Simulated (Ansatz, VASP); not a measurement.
## TeW in VASP and in Ansatz

```
W Te
1.0
     0.00000    3.06183    3.06183
     3.06183    0.00000    3.06183
     3.06183    3.06183    0.00000
W Te
1 1
Direct
  0.00000 0.00000 0.00000
  0.25000 0.25000 0.25000
```

Alike in both runs: task single point; functional r2SCAN; k mesh 12 × 12 × 12; occupations gaussian, width 0.1 eV; no spin polarisation.

|  | VASP | Ansatz |
| --- | --- | --- |
| version | VASP 6.6.1 | Ansatz 0.2.0 |
| potentials or method | VASP PAW PBE potentials, release 64 (W_sv, Te), cutoff 520 eV | scalar-relativistic, plane waves, PAW |
| valence electrons in the cell | 20 | 30 |

```csv
,VASP,Ansatz,Ansatz less VASP
gap on the k mesh at the Fermi level (eV),none,none,-
pressure (GPa),-2.9,-2.9,+0.06
```

VASP's potentials were made for PBE, not for r2SCAN. A gap of «none» marks a metal or a gap that the smearing closes. With one functional, cell and mesh, what is left measures potentials, basis and numerics. VASP's potentials hold 20 valence electrons a cell and Ansatz's 30, so a difference there can come from the potentials and not from the codes.

Neither program's run includes spin-orbit coupling.
